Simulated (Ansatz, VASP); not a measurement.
## Two plane-wave programs on Sn4SeS3

File INCAR:

```
ALGO = Normal
EDIFF = 1E-6
ENCUT = 520
GGA = PE
ISIF = 2
ISMEAR = 0
LASPH = T
LCHARG = F
LREAL = F
LWAVE = F
NBANDS = 50
NELM = 60
PREC = Accurate
SIGMA = 0.1
```

KPOINTS

```
k-points
0
Gamma
  4 4 2
```

Contents of POSCAR:

```
Sn4SeS3
1.0
    4.1759823000      0.0000000000      0.0000000000
    0.0000000000      4.1759823000      0.0000000000
    0.0000000000      0.0000000000     11.8066659000
Sn Se S
4 1 3
Direct
    0.0000000000      0.0000000000      0.0000000000
    0.5000000000      0.5000000000      0.2447390000
    0.0000000000      0.0000000000      0.5000000000
    0.5000000000      0.5000000000      0.7552610000
    0.5000000000      0.5000000000      0.5000000000
    0.0000000000      0.0000000000      0.7518750000
    0.5000000000      0.5000000000      0.0000000000
    0.0000000000      0.0000000000      0.2481250000
```

Input for Ansatz:

```yaml
crystal:
  lattice:
    - [4.1759823, 0.0, 0.0]
    - [0.0, 4.1759823, 0.0]
    - [0.0, 0.0, 11.8066659]
  atoms:
    - { symbol: Sn, position: [0.0, 0.0, 0.0] }
    - { symbol: Sn, position: [0.5, 0.5, 0.244739] }
    - { symbol: Sn, position: [0.0, 0.0, 0.5] }
    - { symbol: Sn, position: [0.5, 0.5, 0.755261] }
    - { symbol: Se, position: [0.5, 0.5, 0.5] }
    - { symbol: S, position: [0.0, 0.0, 0.751875] }
    - { symbol: S, position: [0.5, 0.5, 0.0] }
    - { symbol: S, position: [0.0, 0.0, 0.248125] }
basis:
  ecutwfc: 420
kpoints:
  mp_grid: { grid: [4, 4, 2] }
hamiltonian:
  xc: pbe
scf:
  occupations: { method: gaussian, width: 0.1 }
  lower_state_search: "off"
output:
  forces: true
  stress: true
  eigenvalues: true
```

Alike in both runs: task single point; functional PBE; k mesh 4 × 4 × 2; occupations gaussian, width 0.1 eV; no spin polarisation.

|  | VASP | Ansatz |
| --- | --- | --- |
| version | VASP 6.6.1 | Ansatz 0.2.0 |
| potentials or method | VASP PAW PBE potentials, release 64 (Sn_d, Se, S), cutoff 520 eV | scalar-relativistic, plane waves, PAW |
| valence electrons in the cell | 80 | 90 |

```tsv
	VASP	Ansatz	Ansatz less VASP
gap on the k mesh at the Fermi level (eV)	0.43	0.43	+0.001
least direct gap on the mesh (eV)	0.43	0.43	+0.001
pressure (GPa)	-0.6	-0.6	+0.04
traceless stress, the component that is largest in VASP (GPa)	-0.11	-0.11	0.000
rms of the force components (eV/Å)	0.014	0.013	-0.0003
```

Atom by atom the forces differ by 0.000 eV/Å (rms over components). The functional is the same, so the differences come from potentials, cutoffs and numerics. VASP's potentials hold 80 valence electrons a cell and Ansatz's 90, so a difference there can come from the potentials and not from the codes.
